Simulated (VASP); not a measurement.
# SnTe (P6_3mc) in VASP: notebook

Runs on SnTe. Level: r2SCAN. Tasks: single point.

All numbers are computed with VASP 6.6.1; they aren't measurements. Logs are shortened: lines on timing, memory, paths and dates and some standing lists are left out, and cuts for length are marked.

## Step 1: The cell of the first run

Symmetry: P6_3mc, No. 186, hexagonal system. Conventional cell: a = 5.397 Å, b = 5.397 Å, c = 6.488 Å, α = 90.00°, β = 90.00°, γ = 120.00°. Sn (site symmetry 3m) has 5 Te at 3.03 to 3.46 Å within 4.0 Å. Within 4.0 Å of Te (site symmetry 3m) lie 5 Sn at 3.03 to 3.46 Å.

## Step 2: Single point, r2SCAN

Input file POSCAR:

```
SnTe
1.0
    5.3967552201      0.0000000000      0.0000000000
   -2.6983776101      4.6737271186      0.0000000000
    0.0000000000      0.0000000000      6.4878041079
Sn Te
2 2
Direct
    0.3333333333      0.6666666667     -0.0459806368
    0.6666666667      0.3333333333      0.4540193632
    0.3333333333      0.6666666667      0.4209806368
    0.6666666667      0.3333333333      0.9209806368
```

Input file INCAR.step1:

```
PREC = Accurate
ENCUT = 520
ISMEAR = 1
SIGMA = 0.001
LREAL = False
LASPH = True
NELM = 60
NBANDS = 28
GGA = PE
ALGO = Normal
EDIFF = 1E-4
LWAVE = True
LCHARG = False
```

Input file INCAR.step2:

```
PREC = Accurate
ENCUT = 520
EDIFF = 1E-7
ISMEAR = 1
SIGMA = 0.001
LREAL = False
LASPH = True
NELM = 60
ALGO = Normal
ISIF = 2
LWAVE = False
LCHARG = False
METAGGA = R2SCAN
LMIXTAU = True
NBANDS = 28
ISTART = 1
```

Input file KPOINTS:

```
Automatic mesh
0
Gamma
  6 6 4
```

Potentials or basis: VASP PAW PBE potentials, release 64 (Sn_d, Te).

Started as:

```
$ cat potpaw_PBE.64/Sn_d/POTCAR potpaw_PBE.64/Te/POTCAR > POTCAR
$ cp INCAR.step1 INCAR
$ mpirun -np 1 vasp_std > vasp.out
$ cp INCAR.step2 INCAR
$ mpirun -np 1 vasp_std > vasp.out
```

OUTCAR:

```text
PREC = Accurate
   ENCUT = 520
   EDIFF = 1E-7
   ISMEAR = 1
   LREAL = False
   LASPH = True
   NELM = 60
   ISIF = 2
   METAGGA = R2SCAN
   ISTART = 1

 ion  position               nearest neighbor table
   1  0.333  0.667  0.954-   3 3.03   4 3.12   4 3.12   4 3.12   3 3.46
   2  0.667  0.333  0.454-   4 3.03   3 3.12   3 3.12   3 3.12   4 3.46
   3  0.333  0.667  0.421-   1 3.03   2 3.12   2 3.12   2 3.12   1 3.46
   4  0.667  0.333  0.921-   2 3.03   1 3.12   1 3.12   1 3.12   2 3.46

  LATTYP: Found a hexagonal cell.
 ALAT       =     5.3967552201
 C/A-ratio  =     1.2021675698

  Lattice vectors:

 A1 = (   5.3967552201,   0.0000000000,   0.0000000000)
 A2 = (  -2.6983776101,   4.6737271186,   0.0000000000)
 A3 = (   0.0000000000,   0.0000000000,   6.4878041079)

Analysis of symmetry for initial positions (statically):
=====================================================================
 Subroutine PRICEL returns:
 Original cell was already a primitive cell.

 Routine SETGRP: Setting up the symmetry group for a
 hexagonal supercell.

 Subroutine GETGRP returns: Found 12 space group operations
 (whereof  6 operations were pure point group operations)
 out of a pool of 24 trial point group operations.

The static configuration has the point symmetry C_3v.
 The point group associated with its full space group is C_6v.

Analysis of symmetry for dynamics (positions and initial velocities):
=====================================================================
 Subroutine PRICEL returns:
 Original cell was already a primitive cell.

 Routine SETGRP: Setting up the symmetry group for a
 hexagonal supercell.

 Subroutine GETGRP returns: Found 12 space group operations
 (whereof  6 operations were pure point group operations)
 out of a pool of 24 trial point group operations.

The dynamic configuration has the point symmetry C_3v.
 The point group associated with its full space group is C_6v.

 Subroutine INISYM returns: Found 12 space group operations
 (whereof  6 operations are pure point group operations),
 and found     1 'primitive' translations

----------------------------------------------------------------------------------------

                                     Primitive cell

  volume of cell :     163.6416

  direct lattice vectors                    reciprocal lattice vectors
     5.396755220  0.000000000  0.000000000     0.185296527  0.106981000  0.000000000
    -2.698377610  4.673727119  0.000000000     0.000000000  0.213962000  0.000000000
     0.000000000  0.000000000  6.487804108     0.000000000  0.000000000  0.154135357

  length of vectors
     5.396755220  5.396755220  6.487804108     0.213962000  0.213962000  0.154135357

  position of ions in fractional coordinates (direct lattice)
     0.333333333  0.666666667  0.954019363
     0.666666667  0.333333333  0.454019363
     0.333333333  0.666666667  0.420980637
     0.666666667  0.333333333  0.920980637

  ion indices of the primitive-cell ions
   primitive index   ion index
                 1           1
                 2           2
                 3           3
                 4           4

----------------------------------------------------------------------------------------

 KPOINTS: Automatic mesh

Automatic generation of k-mesh.
 Grid dimensions read from file:
 generate k-points for:    6    6    4

 Generating k-lattice:

  Cartesian coordinates                     Fractional coordinates (reciprocal lattice)
     0.030882755  0.017830167  0.000000000     0.166666667  0.000000000  0.000000000
     0.000000000  0.035660333  0.000000000     0.000000000  0.166666667  0.000000000
     0.000000000  0.000000000  0.038533839     0.000000000  0.000000000  0.250000000

  Length of vectors
     0.035660333  0.035660333  0.038533839

  Shift w.r.t. Gamma in fractional coordinates (k-lattice)
     0.000000000  0.000000000  0.000000000

 Subroutine IBZKPT returns following result:
 ===========================================

 Found     21 irreducible k-points:

 Following reciprocal coordinates:
            Coordinates               Weight
  0.000000  0.000000  0.000000      1.000000
  0.166667  0.000000  0.000000      6.000000
  0.333333  0.000000  0.000000      6.000000
  0.500000  0.000000  0.000000      3.000000
  0.166667  0.166667  0.000000      6.000000
  0.333333  0.166667  0.000000     12.000000
[... 13 lines left out ...]
  0.333333  0.166667  0.500000     12.000000
  0.333333  0.333333  0.500000      2.000000
   k-points           NKPTS =     21   k-points in BZ     NKDIM =     21   number of bands    NBANDS=     28
   number of dos      NEDOS =    301   number of ions     NIONS =      4
   total plane-waves  NPLWV =  76800
   dimension x,y,z NGX =    40 NGY =   40 NGZ =   48
   dimension x,y,z NGXF=    80 NGYF=   80 NGZF=   96
   ions per type =               2   2
   NGX,Y,Z   is equivalent  to a cutoff of  12.32, 12.32, 12.30 a.u.
   NGXF,Y,Z  is equivalent  to a cutoff of  24.64, 24.64, 24.60 a.u.
 SYSTEM =  unknown system
   PREC   = accura    normal or accurate (medium, high low for compatibility)
   ISTART =      1    job   : 0-new  1-cont  2-samecut
   ICHARG =      0    charge: 1-file 2-atom 10-const
   ISPIN  =      1    spin polarized calculation?
   LNONCOLLINEAR =      F non collinear calculations
   LSORBIT =      F    spin-orbit coupling
   LASPH  =      T    aspherical Exc in radial PAW
   ENCUT  =  520.0 eV  38.22 Ry    6.18 a.u.  10.03 10.03 12.06*2*pi/ulx,y,z
   NELM   =     60;   NELMIN=  2; NELMDL=  0     # of ELM steps
   EDIFF  = 0.1E-06   stopping-criterion for ELM
   LREAL  =      F    real-space projection
   EDIFFG = 0.1E-05   stopping-criterion for IOM
   NSW    =      0    number of steps for IOM
   IBRION =     -1    ionic relax: 0-MD 1-quasi-New 2-CG
   NFREE  =      0    steps in history (QN), initial steepest desc. (CG)
   ISIF   =      2    stress and relaxation
   ISYM   =      2    0-nonsym 1-usesym 2-fastsym
   POTIM  = 0.5000    time-step for ionic-motion
   TEBEG  =    0.0;   TEEND  =   0.0 temperature during run
   PSTRESS=    0.0 pullay stress
   NELECT =      40.0000    total number of electrons
   NUPDOWN=      -1.0000    fix difference up-down
   EMIN   =  10.00;   EMAX   =-10.00  energy-range for DOS
   EFERMI =   0.00;   METHOD = LEGACY
   ISMEAR =     1;   SIGMA  =   0.00  broadening in eV -4-tet -1-fermi 0-gaus
   EFERMI_NEDOS =   21; number of points for ismear=-14 and -15
   IALGO  =     38    algorithm
   IMIX   =      4    mixing-type and parameters
     AMIX     =   0.40;   BMIX     =  1.00
     AMIX_MAG =   1.60;   BMIX_MAG =  1.00
  volume/ion in A,a.u.               =      40.91       276.08
  Fermi-wavevector in a.u.,A,eV,Ry     =   1.023600  1.934323 14.255596  1.047757
  Thomas-Fermi vector in A             =   2.157342
   LORBIT       =      0    0 simple, 1 ext, 2 COOP (PROOUT), +10 PAW based schemes
   METAGGA = R2SCAN    functional components
   LHFCALC =     F    Hartree Fock is set to
   AEXX    =    0.0000 exact exchange contribution
   IVDW    =     0    specifies the selected vdW correction
   LEPSILON=     F    determine dielectric tensor
   LRPA    =     F    only Hartree local field effects (RPA)
 non-spin polarized calculation
 Methfessel and Paxton  Order N= 1 SIGMA  =   0.00
  energy-cutoff  :      520.00
  volume of cell :      163.64
 maximum number of plane-waves:      4428
   NGX = 21   NGY = 21   NGZ = 25

 number of electron      39.9999998 magnetization

 Free energy of the ion-electron system (eV)
  ---------------------------------------------------
  ext. energy  EPLUGINS =         0.00000000
  ---------------------------------------------------
  free energy    TOTEN  =      -100.77283171 eV

  energy without entropy =     -100.77283171  energy(sigma->0) =     -100.77283171

 E-fermi :   4.2500     XC(G=0):  -8.5699

 val. band max:        4.2083554817   @ k =   0.3333   0.3333   0.5000
 cond. band min:       4.8538703270   @ k =   0.1667   0.0000   0.0000
 fundamental gap:      0.6455148453
 Fermi energy:         4.2500352453

 k-point     1 :       0.0000    0.0000    0.0000
  band No.  band energies     occupation
      1     -18.3097      2.00000
      2     -18.3096      2.00000
      3     -18.3094      2.00000
      4     -18.3093      2.00000
      5     -18.3033      2.00000
      6     -18.2901      2.00000
[... 20 lines left out ...]
     27       9.2847      0.00000
     28       9.2847      0.00000

 k-point     2 :       0.1667    0.0000    0.0000
  band No.  band energies     occupation
      1     -18.3112      2.00000
      2     -18.3096      2.00000
      3     -18.3095      2.00000
      4     -18.3086      2.00000
      5     -18.3010      2.00000
      6     -18.2903      2.00000
[... 20 lines left out ...]
     27       9.0087      0.00000
     28       9.3747      0.00000

 k-point     3 :       0.3333    0.0000    0.0000
  band No.  band energies     occupation
      1     -18.3131      2.00000
      2     -18.3103      2.00000
      3     -18.3090      2.00000
      4     -18.3074      2.00000
      5     -18.2972      2.00000
      6     -18.2911      2.00000
[... 20 lines left out ...]
     27       8.8170      0.00000
     28       9.7205      0.00000

 k-point     4 :       0.5000    0.0000    0.0000
  band No.  band energies     occupation
      1     -18.3137      2.00000
      2     -18.3107      2.00000
      3     -18.3087      2.00000
      4     -18.3069      2.00000
      5     -18.2949      2.00000
      6     -18.2920      2.00000
[... 485 lines left out ...]
     27      10.3737      0.00000
     28      10.3737      0.00000

 k-point    20 :       0.3333    0.1667    0.5000
  band No.  band energies     occupation
      1     -18.3108      2.00000
      2     -18.3108      2.00000
      3     -18.3080      2.00000
      4     -18.3080      2.00000
      5     -18.2948      2.00000
      6     -18.2948      2.00000
[... 20 lines left out ...]
     27       9.4841      0.00000
     28       9.4841      0.00000

 k-point    21 :       0.3333    0.3333    0.5000
  band No.  band energies     occupation
      1     -18.3108      2.00000
      2     -18.3108      2.00000
      3     -18.3077      2.00000
      4     -18.3077      2.00000
      5     -18.2946      2.00000
      6     -18.2946      2.00000
[... 20 lines left out ...]
     27       9.2149      0.00000
     28       9.2149      0.00000

------------------------ aborting loop because EDIFF is reached ----------------------------------------

  FORCE on cell =-STRESS in cart. coord.  units (eV):
  Direction    XX          YY          ZZ          XY          YZ          ZX
  --------------------------------------------------------------------------------------
  -------------------------------------------------------------------------------------
  Total       -0.0122135     -0.0122135      0.0174748      0.0000000      0.0000000      0.0000000
  in kB       -0.1195798     -0.1195798      0.1710919      0.0000000      0.0000000      0.0000000
  external PRESSURE =      -0.0226892 kB  Pullay stress =       0.0000000 kB

 VOLUME and BASIS-vectors are now :
 -----------------------------------------------------------------------------
  energy-cutoff  :      520.00
  volume of cell :      163.64
      direct lattice vectors                 reciprocal lattice vectors
     5.396755220  0.000000000  0.000000000     0.185296527  0.106981000  0.000000000
    -2.698377610  4.673727119  0.000000000     0.000000000  0.213962000  0.000000000
     0.000000000  0.000000000  6.487804108     0.000000000  0.000000000  0.154135357

 POSITION                                       TOTAL-FORCE (eV/Angst)
 -----------------------------------------------------------------------------------
     -0.00000      3.11582      6.18949         0.000000     -0.000000     -0.007611
      2.69838      1.55791      2.94559        -0.000000      0.000000     -0.007611
     -0.00000      3.11582      2.73124         0.000000     -0.000000      0.007611
      2.69838      1.55791      5.97514         0.000000      0.000000      0.007611
 -----------------------------------------------------------------------------------
    total drift:                               -0.000000     -0.000000      0.000633

  FREE ENERGIE OF THE ION-ELECTRON SYSTEM (eV)
  ---------------------------------------------------
  free  energy   TOTEN  =      -100.7728317109 eV

  energy  without entropy=     -100.7728317109  energy(sigma->0) =     -100.77283171
```

It took 3.5 min on 1 thread of Intel Xeon Platinum 8488C (Sapphire Rapids), shared host; peak memory 0.33 GiB.

Results:

| Item | Value |
| --- | --- |
| Free energy | -100.7728 eV |
| Pressure | 0.0 GPa |
| Largest force | 0.008 eV/Å |
| Band gap on the k mesh | 0.65 eV (least direct gap 0.85 eV) |

Forces on the atoms (eV/Å):
```
Sn   0.000  0.000 -0.008
Sn   0.000  0.000 -0.008
Te   0.000  0.000  0.008
Te   0.000  0.000  0.008
```

Levels at points of the mesh, in eV from the valence-band top:
```tsv
k point	band 17	band 18	band 19	band 20	band 21	band 22	band 23	band 24
(0.00, 0.00, 0.00)	-3.59	-2.21	-2.21	-2.20	0.67	0.67	2.40	2.40
(0.50, 0.00, 0.00)	-3.39	-2.61	-2.33	-0.65	1.94	2.73	3.35	3.80
(0.00, 0.00, 0.50)	-2.97	-2.97	-1.70	-1.70	1.24	1.24	1.24	1.24
(0.50, 0.00, 0.50)	-2.26	-2.26	-0.91	-0.91	0.92	0.92	2.58	2.58
```

Caveat: the PAW data sets were made with another functional, which shifts forces and pressure a little; spin-orbit coupling is left out, which moves the levels of the heavy elements. A k mesh can miss the band edges.

## Step 3: Single point, r2SCAN

POSCAR is that of step 2.

Input file INCAR.step1:

```
PREC     = Accurate       # precision mode
ENCUT    = 520            # plane-wave cutoff, eV
ISMEAR   = 0              # smearing method
SIGMA    = 0.01           # smearing width, eV
LREAL    = F              # projectors in reciprocal space
LASPH    = T              # aspherical terms in the spheres
NELM     = 100            # most SCF steps
NBANDS   = 28             # bands
GGA      = PE             # functional
ALGO     = Normal         # electronic algorithm
EDIFF    = 1E-4           # SCF threshold, eV
LWAVE    = T              # write WAVECAR
LCHARG   = F              # write CHGCAR
```

Input file INCAR.step2:

```
PREC     = Accurate       # precision mode
ENCUT    = 520            # plane-wave cutoff, eV
EDIFF    = 1E-6           # SCF threshold, eV
ISMEAR   = 0              # smearing method
SIGMA    = 0.01           # smearing width, eV
LREAL    = F              # projectors in reciprocal space
LASPH    = T              # aspherical terms in the spheres
NELM     = 100            # most SCF steps
ALGO     = Normal         # electronic algorithm
ISIF     = 2              # what is computed and relaxed
LWAVE    = F              # write WAVECAR
LCHARG   = T              # write CHGCAR
METAGGA  = R2SCAN         # meta-GGA
LMIXTAU  = T            
LELF     = T              # ELF
LVHAR    = T            
NBANDS   = 28             # bands
ISTART   = 1
```

Input file KPOINTS:

```
Automatic mesh
0
Gamma
  6 6 4
  0 0 0.5
```

Potentials or basis: VASP PAW PBE potentials, release 64 (Sn_d, Te).

Started as:

```
$ cat potpaw_PBE.64/Sn_d/POTCAR potpaw_PBE.64/Te/POTCAR > POTCAR
$ cp INCAR.step1 INCAR
$ mpirun -np 1 vasp_std > vasp.out
$ cp INCAR.step2 INCAR
$ mpirun -np 1 vasp_std > vasp.out
```

It took 2.1 min on 1 thread of Intel Xeon Platinum 8488C (Sapphire Rapids), shared host; peak memory 0.31 GiB.

It converged, with:

| Property | Result |
| --- | --- |
| Free energy | -100.7720 eV |
| Pressure | 0.1 GPa |
| Largest force | 0.029 eV/Å |
| Band gap on the k mesh | 0.90 eV (least direct gap 1.51 eV) |

Forces in eV/Å, atoms in the order of the input:
```
Sn   0.000  0.000  0.029
Sn   0.000  0.000  0.029
Te   0.000  0.000 -0.029
Te   0.000  0.000 -0.029
```

Stress tensor (GPa, compression positive):
```
 0.19  0.00  0.00
 0.00  0.19  0.00
 0.00  0.00 -0.18
```

Levels at points of the mesh, in eV from the valence-band top:
```csv
k point,band 18,band 19,band 20,band 21,band 22,band 23
"(0.00, 0.00, 0.12)",-2.04,-2.04,-1.65,0.92,0.92,2.50
```

Caveat: the PAW data sets were made with another functional, which shifts forces and pressure a little; spin-orbit coupling is left out, which moves the levels of the heavy elements; a shifted mesh leaves out Γ, where band edges can lie. A k mesh can miss the band edges.

## Step 4: Single point, r2SCAN

POSCAR is that of step 3.

Input file INCAR.step1:

```
SYSTEM = SnTe
PREC = Accurate ; ENCUT = 520
ISMEAR = 0 ; SIGMA = 0.01
LREAL = .False. ; LASPH = .True.
NELM = 100 ; NBANDS = 28
ISYM = 0 ; GGA = PE
ALGO = Normal ; EDIFF = 1E-4
LWAVE = .True. ; LCHARG = .False.
```

Input file INCAR.step2:

```
SYSTEM = SnTe
PREC = Accurate ; ENCUT = 520
EDIFF = 1E-7 ; ISMEAR = 0
SIGMA = 0.01 ; LREAL = .False.
LASPH = .True. ; NELM = 100
ALGO = Normal ; ISIF = 2
LWAVE = .False. ; LCHARG = .True.
METAGGA = R2SCAN ; LMIXTAU = .True.
LELF = .True. ; LVHAR = .True.
NBANDS = 28 ; ISYM = 0
ISTART = 1
```

Input file KPOINTS:

```
Automatic mesh
0
Gamma
  6 6 4
  0.5 0.5 0.5
```

Started as:

```
$ cat potpaw_PBE.64/Sn_d/POTCAR potpaw_PBE.64/Te/POTCAR > POTCAR
$ cp INCAR.step1 INCAR
$ mpirun -np 1 vasp_std > vasp.out
$ cp INCAR.step2 INCAR
$ mpirun -np 1 vasp_std > vasp.out
```

Run time: 35 min. Hardware: 1 thread of AMD EPYC 9R45 (Zen 5), shared host; peak memory 0.88 GiB.

The run converged. Its results:

```
Free energy            : -100.7719 eV
Pressure               : 0.1 GPa
Largest force          : 0.030 eV/Å
Band gap on the k mesh : 0.88 eV (least direct gap 1.52 eV)
```

Forces on the atoms (eV/Å):
```
Sn   0.000  0.000  0.030
Sn   0.000  0.000  0.030
Te   0.000  0.000 -0.030
Te   0.000  0.000 -0.030
```

Stress tensor (GPa, compression positive):
```
 0.20  0.00  0.00
 0.00  0.20  0.00
 0.00  0.00 -0.20
```

Levels at points of the mesh, in eV from the valence-band top:
| k point | band 18 | band 19 | band 20 | band 21 | band 22 | band 23 |
| --- | --- | --- | --- | --- | --- | --- |
| (0.08, 0.08, 0.12) | -2.12 | -1.96 | -1.45 | 0.88 | 1.27 | 2.49 |

Caveat: the PAW data sets were made with another functional, which shifts forces and pressure a little; spin-orbit coupling is left out, which moves the levels of the heavy elements; a shifted mesh leaves out Γ, where band edges can lie. A k mesh can miss the band edges.
